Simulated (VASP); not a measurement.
# TiSi3W (P6/mmm) in VASP: further runs, part 2 of 2

VASP 6.6.1.

## Step 4: Single point, PBE

This run uses another cell than the first one, of 19.74 Å³/atom.

INCAR reads:

```
ALGO     = Normal         # electronic algorithm
EDIFF    = 1E-7           # SCF threshold, eV
ENCUT    = 520            # plane-wave cutoff, eV
GGA      = PE             # functional
ISIF     = 2              # what is computed and relaxed
ISMEAR   = 0              # smearing method
LASPH    = True           # aspherical terms in the spheres
LCHARG   = False          # write CHGCAR
LREAL    = False          # projectors in reciprocal space
LWAVE    = False          # write WAVECAR
NBANDS   = 27             # bands
NELM     = 100            # most SCF steps
PREC     = Accurate       # precision mode
SIGMA    = 0.1            # smearing width, eV
```

KPOINTS reads:

```
k-points
0
Gamma
  6 6 4
```

POSCAR reads:

```
TiSi3W
1.0
    4.9602608643      0.0000000000      0.0000000000
   -2.4801304321      4.2957119179      0.0000000000
    0.0000000000      0.0000000000      4.6313655695
Ti Si W
1 3 1
Direct
    0.0000000000      0.0000000000      0.5000000000
    0.5000000000      0.0000000000      0.5000000000
    0.0000000000      0.5000000000      0.5000000000
    0.5000000000      0.5000000000      0.5000000000
    0.0000000000      0.0000000000      0.0000000000
```

Potentials or basis: VASP PAW PBE potentials, release 64 (Ti_sv, Si, W_sv).

Run with:

```bash
> cat potpaw_PBE.64/Ti_sv/POTCAR potpaw_PBE.64/Si/POTCAR potpaw_PBE.64/W_sv/POTCAR > POTCAR
> mpirun -np 1 vasp_std > vasp.out
```

OUTCAR:

```text
EDIFF = 1E-7
   ENCUT = 520
   GGA = PE
   ISIF = 2
   ISMEAR = 0
   LASPH = True
   LREAL = False
   NELM = 100
   PREC = Accurate

 ion  position               nearest neighbor table
   1  0.000  0.000  0.500-   5 2.32   5 2.32   3 2.48   3 2.48   2 2.48   2 2.48   4 2.48   4 2.48

   2  0.500  0.000  0.500-   4 2.48   4 2.48   1 2.48   1 2.48   3 2.48   3 2.48
   3  0.000  0.500  0.500-   1 2.48   1 2.48   4 2.48   4 2.48   2 2.48   2 2.48
   4  0.500  0.500  0.500-   2 2.48   2 2.48   3 2.48   3 2.48   1 2.48   1 2.48
   5  0.000  0.000  0.000-   1 2.32   1 2.32

  LATTYP: Found a hexagonal cell.
 ALAT       =     4.9602608643
 C/A-ratio  =     0.9336939520

  Lattice vectors:

 A1 = (   4.9602608643,   0.0000000000,   0.0000000000)
 A2 = (  -2.4801304321,   4.2957119179,   0.0000000000)
 A3 = (   0.0000000000,   0.0000000000,   4.6313655695)

Analysis of symmetry for initial positions (statically):
=====================================================================
 Subroutine PRICEL returns:
 Original cell was already a primitive cell.
[... 172 lines left out ...]

 E-fermi :   6.7940     XC(G=0): -10.2362

 val. band max:        6.7772473883   @ k =   0.3333   0.3333   0.5000
 cond. band min:       6.8113856246   @ k =   0.3333   0.1667   0.5000
 fundamental gap:      0.0341382363
 Fermi energy:         6.7939759691

 k-point     1 :       0.0000    0.0000    0.0000
  band No.  band energies     occupation
      1     -67.5305      2.00000
      2     -49.3480      2.00000
      3     -32.1316      2.00000
      4     -31.6902      2.00000
      5     -31.6902      2.00000
      6     -25.7615      2.00000
[... 619 lines left out ...]
     26       8.9550      0.00000
     27       8.9550      0.00000

------------------------ aborting loop because EDIFF is reached ----------------------------------------

  FORCE on cell =-STRESS in cart. coord.  units (eV):
  Direction    XX          YY          ZZ          XY          YZ          ZX
  --------------------------------------------------------------------------------------
  -------------------------------------------------------------------------------------
  Total       -0.0101043     -0.0101043      0.4551710     -0.0000000     -0.0000000      0.0000000
  in kB       -0.1640467     -0.1640467      7.3898638     -0.0000000     -0.0000000      0.0000000
  external PRESSURE =       2.3539235 kB  Pullay stress =       0.0000000 kB

 VOLUME and BASIS-vectors are now :
 -----------------------------------------------------------------------------
  energy-cutoff  :      520.00
  volume of cell :       98.68
      direct lattice vectors                 reciprocal lattice vectors
     4.960260864  0.000000000  0.000000000     0.201602300  0.116395142  0.000000000
    -2.480130432  4.295711918  0.000000000     0.000000000  0.232790285  0.000000000
     0.000000000  0.000000000  4.631365569     0.000000000  0.000000000  0.215919038

 POSITION                                       TOTAL-FORCE (eV/Angst)
 -----------------------------------------------------------------------------------
      0.00000      0.00000      2.31568         0.000000      0.000000      0.000000
      2.48013      0.00000      2.31568         0.000000      0.000000      0.000000
     -1.24007      2.14786      2.31568        -0.000000      0.000000      0.000000
      1.24007      2.14786      2.31568        -0.000000      0.000000      0.000000
      0.00000      0.00000      0.00000        -0.000000      0.000000      0.000000
 -----------------------------------------------------------------------------------
    total drift:                                0.000000     -0.000000     -0.000000

  FREE ENERGIE OF THE ION-ELECTRON SYSTEM (eV)
  ---------------------------------------------------
  free  energy   TOTEN  =       -31.4226082273 eV

  energy  without entropy=      -31.3949868396  energy(sigma->0) =      -31.40879753
```

It took 56 s on 1 thread of AMD EPYC 7R13 (Zen 3), shared host; peak memory 0.22 GiB.

What came out:

```
Free energy            : -31.4226 eV
Pressure               : 0.2 GPa
Band gap on the k mesh : zero (bands 19 and 20 overlap by 0.91 eV)
```

Stress tensor (GPa, compression positive):
```
-0.02  0.00  0.00
 0.00 -0.02  0.00
 0.00  0.00  0.74
```

Caveat: spin-orbit coupling is left out, which moves the levels of the heavy elements.

## Step 5: Summary

| cell | k mesh | gap on the mesh (eV) | pressure (GPa) |
| --- | --- | --- | --- |
| a = 3.644, b = 3.644, c = 7.965 Å, angles 90.0, 90.0, 120.0°, 5 atoms | 6 × 6 × 2 | none | 138.6 |
| a = 4.926, b = 4.926, c = 4.869 Å, angles 90.0, 90.0, 120.0°, 5 atoms | 6 × 6 × 2 | none | 0.0 |
| a = 4.960, b = 4.960, c = 4.631 Å, angles 90.0, 90.0, 120.0°, 5 atoms | 6 × 6 × 4 | none | 0.2 |

Alike in all rows: task single point; level PBE; potentials or basis VASP PAW PBE potentials, release 64 (Ti_sv, Si, W_sv); no spin polarisation; cutoff (eV) 520; smearing gaussian 0.1 eV.

Caveats: some runs use coarse meshes; spin-orbit coupling is left out, which moves the levels of the heavy elements; atoms lie so close that the PAW spheres overlap strongly, which falsifies energies and pressures (at least some runs).

Absolute energies hang on the potentials; compare differences alone.

The gap in the log of VASP goes by the Fermi energy; the results here count the filled bands.